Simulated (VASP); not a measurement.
The system is AlCu.

```xyz
2
Lattice="2.9975 0.0000 0.0000 0.0000 2.9975 0.0000 0.0000 0.0000 2.9975" Properties=species:S:1:pos:R:3 pbc="T T T"
Al    0.0000    0.0000    0.0000
Cu    1.4988    1.4988    1.4988
```

- Program: VASP 6.6.1
- Task: relaxation of cell and atoms
- Functional: BLYP
- Dispersion: D3(BJ)
- Potentials or basis: VASP PAW PBE potentials, release 64 (Al, Cu_sv_GW)
- Cutoff: 700 eV
- k mesh: 7 × 7 × 7
- Occupations: gaussian, width 0.1 eV
- Spin: no spin polarisation

At the start: pressure -10.3 GPa; volume 13.47 Å³/atom.

How do energy, volume and symmetry change on relaxing?

Over 3 steps the energy falls by 40.0 meV/atom and the volume is 12.33 Å³/atom (-8.4 %); space group Pm-3m (No. 221, to 0.05 Å).

Step by step:
| step | energy change (eV) | largest force (eV/Å) | pressure (GPa) | volume (Å³) |
| --- | --- | --- | --- | --- |
| 1 | 0.0000 | 0.0000 | -10.33 | 26.93 |
| 2 | -0.0614 | 0.0000 | 6.31 | 23.69 |
| 3 | -0.0799 | 0.0000 | -0.11 | 24.66 |

Final structure:
```xyz
2
Lattice="2.9106 0.0000 0.0000 0.0000 2.9106 0.0000 0.0000 0.0000 2.9106" Properties=species:S:1:pos:R:3 pbc="T T T"
Al    0.0000    0.0000    0.0000
Cu    1.4553    1.4553    1.4553
```

Caveat: the PAW data sets were made with another functional, which shifts forces and pressure a little; pairwise dispersion overbinds metals, which lowers pressure and volume.
